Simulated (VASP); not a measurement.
# MgO (Fm-3m) in VASP: a series of runs, part 2 of 2

VASP 6.6.1.

### Step 3. G0W0 quasiparticle levels, PBE

Contents of POSCAR:

```
MgO
1.0
    0.0000000000      2.1055000000      2.1055000000
    2.1055000000      0.0000000000      2.1055000000
    2.1055000000      2.1055000000      0.0000000000
Mg O
1 1
Direct
    0.0000000000      0.0000000000      0.0000000000
    0.5000000000      0.5000000000      0.5000000000
```

Contents of INCAR.step1:

```
PREC     = Accurate       # precision mode
ENCUT    = 500            # plane-wave cutoff, eV
EDIFF    = 1E-8           # SCF threshold, eV
ISMEAR   = 0              # smearing method
SIGMA    = 0.01           # smearing width, eV
LREAL    = F              # projectors in reciprocal space
LASPH    = T              # aspherical terms in the spheres
NELM     = 60             # most SCF steps
ALGO     = Normal         # electronic algorithm
LWAVE    = T              # write WAVECAR
LCHARG   = F              # write CHGCAR
GGA      = PE             # functional
```

Contents of INCAR.step2:

```
PREC     = Accurate       # precision mode
ENCUT    = 500            # plane-wave cutoff, eV
EDIFF    = 1E-8           # SCF threshold, eV
ISMEAR   = 0              # smearing method
SIGMA    = 0.01           # smearing width, eV
LREAL    = F              # projectors in reciprocal space
LASPH    = T              # aspherical terms in the spheres
NELM     = 1              # most SCF steps
ALGO     = Exact          # electronic algorithm
LWAVE    = T              # write WAVECAR
LCHARG   = F              # write CHGCAR
GGA      = PE             # functional
NBANDS   = 60             # bands
LOPTICS  = T              # frequency-dependent dielectric function
ISTART   = 1
```

Contents of INCAR.step3:

```
PREC     = Accurate       # precision mode
ENCUT    = 500            # plane-wave cutoff, eV
EDIFF    = 1E-8           # SCF threshold, eV
ISMEAR   = 0              # smearing method
SIGMA    = 0.01           # smearing width, eV
LREAL    = F              # projectors in reciprocal space
LASPH    = T              # aspherical terms in the spheres
ALGO     = EVGW0          # electronic algorithm
LWAVE    = F              # write WAVECAR
LCHARG   = F              # write CHGCAR
GGA      = PE             # functional
NELMGW   = 1            
NBANDS   = 60             # bands
ENCUTGW  = 100.0          # cutoff of the response function
NOMEGA   = 48             # frequency points
PRECFOCK = Fast         
ISTART   = 1            
NBANDSGW = 12
```

Contents of KPOINTS:

```
regular mesh
0
Gamma
  2 2 2
```

Potentials or basis: VASP PAW PBE potentials, release 64 (Mg_GW, O_GW).

Run with:

```sh
cat potpaw_PBE.64/Mg_GW/POTCAR potpaw_PBE.64/O_GW/POTCAR > POTCAR
cp INCAR.step1 INCAR
mpirun -np 1 vasp_std > vasp.out
cp INCAR.step2 INCAR
mpirun -np 1 vasp_std > vasp.out
cp INCAR.step3 INCAR
mpirun -np 1 vasp_std > vasp.out
```

OUTCAR:

```text
PREC = Accurate
   ENCUT = 500
   EDIFF = 1E-8
   ISMEAR = 0
   LREAL = F
   LASPH = T
   GGA = PE
   NELMGW = 1
   ENCUTGW = 100.0
   PRECFOCK = Fast
   ISTART = 1

 ion  position               nearest neighbor table
   1  0.000  0.000  0.000-   2 2.11   2 2.11   2 2.11   2 2.11   2 2.11   2 2.11
   2  0.500  0.500  0.500-   1 2.11   1 2.11   1 2.11   1 2.11   1 2.11   1 2.11

  LATTYP: Found a face centered cubic cell.
 ALAT       =     4.2110000000

  Lattice vectors:

 A1 = (   0.0000000000,   2.1055000000,   2.1055000000)
 A2 = (   2.1055000000,   0.0000000000,   2.1055000000)
 A3 = (   2.1055000000,   2.1055000000,   0.0000000000)

Analysis of symmetry for initial positions (statically):
=====================================================================
 Subroutine PRICEL returns:
 Original cell was already a primitive cell.

 Routine SETGRP: Setting up the symmetry group for a
 face centered cubic supercell.

 Subroutine GETGRP returns: Found 48 space group operations
 (whereof 48 operations were pure point group operations)
 out of a pool of 48 trial point group operations.

The static configuration has the point symmetry O_h .

Analysis of symmetry for dynamics (positions and initial velocities):
=====================================================================
 Subroutine PRICEL returns:
 Original cell was already a primitive cell.

[... 100 lines left out ...]
   ISMEAR =     0;   SIGMA  =   0.01  broadening in eV -4-tet -1-fermi 0-gaus
   EFERMI_NEDOS =   21; number of points for ismear=-14 and -15
   IALGO  =     38    algorithm
   IMIX   =      4    mixing-type and parameters
     AMIX     =   0.40;   BMIX     =  1.00
     AMIX_MAG =   1.60;   BMIX_MAG =  1.00
  volume/ion in A,a.u.               =       9.33        62.99
  Fermi-wavevector in a.u.,A,eV,Ry     =   1.234259  2.332411 20.727046  1.523395
  Thomas-Fermi vector in A             =   2.368956
   LORBIT       =      0    0 simple, 1 ext, 2 COOP (PROOUT), +10 PAW based schemes
   GGA     = PE    functional components
   LHFCALC =     T    Hartree Fock is set to
   PRECFOCK=fast      Normal, Fast or Accurate (Low or Medium for compatibility)
   ENCUT4O =  -1.0   cutoff for four orbital integrals eV
   NKREDX  =     1    reduce k-point grid by
   NKREDY  =     1    reduce k-point grid by
   NKREDZ  =     1    reduce k-point grid by
   AEXX    =    1.0000 exact exchange contribution
   HFSCREEN=    0.0000 screening length (either q_TF or 0.3 A-1)
   HFSCREENC=   0.0000 screening length for correlation (either q_TF or 0.3 A-1)
   ENCUTFOCK=  -1.0 apply spherical cutoff to Coloumb kernel
   IVDW    =     0    specifies the selected vdW correction
   LEPSILON=     F    determine dielectric tensor
   LRPA    =     F    only Hartree local field effects (RPA)
   LRPAFORCE           =     F    calculate RPA forces
   ENCUTGW             = 100.0    cutoff for response function in eV
   ENCUTGWSOFT         =  80.0    soft cutoff for Coulomb kernel in GW response function in eV
   ENCUTLF             =  -1.0    cutoff for local field effects
   NELMGW              =     1    number of iterations in solving QP/BSE equation
   NELMHF              =     1    number of iterations in the inner HF iteration
   NKREDLFX            =     1    NKREDLFY  =   1   NKREDLFZ  =   1
 non-spin polarized calculation
 Gauss-broadening in eV      SIGMA  =   0.01
  energy-cutoff  :      500.00
  volume of cell :       18.67
 maximum number of plane-waves:       476
 NGX is ok and might be reduce to    24
  NGX = 12; NGY = 12; NGZ = 12
   NGX = 11   NGY = 11   NGZ = 11
 maximum number of plane-waves:        51
 NGX is ok and might be reduce to    10

 QP shifts <psi_nk| G(iteration)W_0 |psi_nk>: iteration 1
 for sc-GW calculations column KS-energies equals QP-energies in previous step
 and V_xc(KS)=  KS-energies - (<T + V_ion + V_H > + <T+V_H+V_ion>^1  + <V_x>^1)

 k-point   1 :       0.0000    0.0000    0.0000
  band No.  KS-energies  QP-energies   sigma(KS)   V_xc(KS)     V^pw_x(r,r')   Z            occupation Imag(sigma)

      1     -13.6537     -16.0572     -21.1148     -18.0055     -29.7069       0.7730       2.0000       1.2819
      2       3.6850       2.7124     -20.9520     -19.6833     -25.9711       0.7666       2.0000       0.2414
      3       3.6850       2.7124     -20.9520     -19.6833     -25.9711       0.7666       2.0000       0.2414
      4       3.6850       2.7124     -20.9520     -19.6833     -25.9711       0.7666       2.0000       0.2414
      5       8.1678       9.0399     -11.0416     -12.1429      -6.4959       0.7918       0.0000      -0.2150
      6      19.0813      19.7719      -8.0229      -8.8994      -2.8153       0.7879       0.0000      -0.2306
      7      19.0813      19.7719      -8.0229      -8.8994      -2.8153       0.7879       0.0000      -0.2306
      8      19.0813      19.7719      -8.0229      -8.8994      -2.8153       0.7879       0.0000      -0.2306
      9      23.0907      23.0213      -7.6618      -7.5740      -1.4619       0.7904       0.0000      -0.8258
     10      24.7501      25.8024      -8.4690      -9.8061      -3.1631       0.7870       0.0000      -0.2637
     11      24.7501      25.8024      -8.4690      -9.8061      -3.1631       0.7870       0.0000      -0.2637
     12      27.2693      28.4108      -7.9685      -9.3913      -1.8157       0.8023       0.0000      -0.7890
[... 20 lines left out ...]
      1     -12.0409     -14.2244     -22.7649     -19.7807     -31.2760       0.7317       2.0000       1.1030
      2      -0.5795      -2.1110     -16.9937     -14.9960     -21.6574       0.7666       2.0000       0.2628
      3       2.2681       1.0784     -19.5979     -18.0417     -24.5446       0.7646       2.0000       0.2519
      4       2.2681       1.0784     -19.5979     -18.0417     -24.5446       0.7646       2.0000       0.2519
      5      12.4359      12.8536      -7.8256      -8.3484      -2.9064       0.7991       0.0000      -0.2006
      6      13.2245      14.0930      -8.4342      -9.5313      -3.5282       0.7916       0.0000      -0.2079
      7      16.6850      18.0730     -13.3733     -15.2067      -8.3598       0.7571       0.0000      -0.2877
      8      22.3234      23.6645     -10.6142     -12.3784      -4.7725       0.7602       0.0000      -0.4653
      9      22.3234      23.6645     -10.6142     -12.3784      -4.7725       0.7602       0.0000      -0.4653
     10      28.6235      30.0985      -9.7326     -11.5628      -3.8605       0.8059       0.0000      -0.6405
     11      30.0854      31.4559      -8.6129     -10.3349      -3.2041       0.7959       0.0000      -0.3446
     12      34.0310      34.6973      -7.5516      -8.3863      -1.4597       0.7982       0.0000      -0.7890
```

OUTCAR.step2:

```text
PREC = Accurate
   ENCUT = 500
   EDIFF = 1E-8
   ISMEAR = 0
   LREAL = F
[... 589 lines left out ...]
     0.00000     6.54048     6.54048     6.54048     0.00000     0.00000     0.00000
     1.55101     6.92606     6.92606     6.92606     0.00000     0.00000     0.00000
     3.10202     8.94924     8.94924     8.94924     0.00000     0.00000     0.00000
     4.65303   -18.36472   -18.36472   -18.36472     0.00000     0.00000     0.00000
     6.20404     4.24546     4.24546     4.24546     0.00000     0.00000     0.00000
     7.75505    15.31307    15.31307    15.31307     0.00000     0.00000     0.00000
[... 92 lines left out ...]
   151.99906     0.96972     0.96972     0.96972    -0.00000    -0.00000    -0.00000
   153.55007     0.97040     0.97040     0.97040    -0.00000    -0.00000    -0.00000
```

It took 13 s on 1 thread of Intel Xeon Platinum 8259CL at 2.50GHz (Skylake/Cascade Lake), shared host; peak memory 0.14 GiB.

Results:

```
Band gap on the k mesh, mean-field level : 4.48 eV, direct
Quasiparticle gap                        : 6.33 eV
Least direct quasiparticle gap           : 6.33 eV
```

Caveat: the k points lie up to 1.29 Å⁻¹ apart; bands, screening cutoff and mesh are small and nothing is extrapolated, so the quasiparticle values aren't converged.
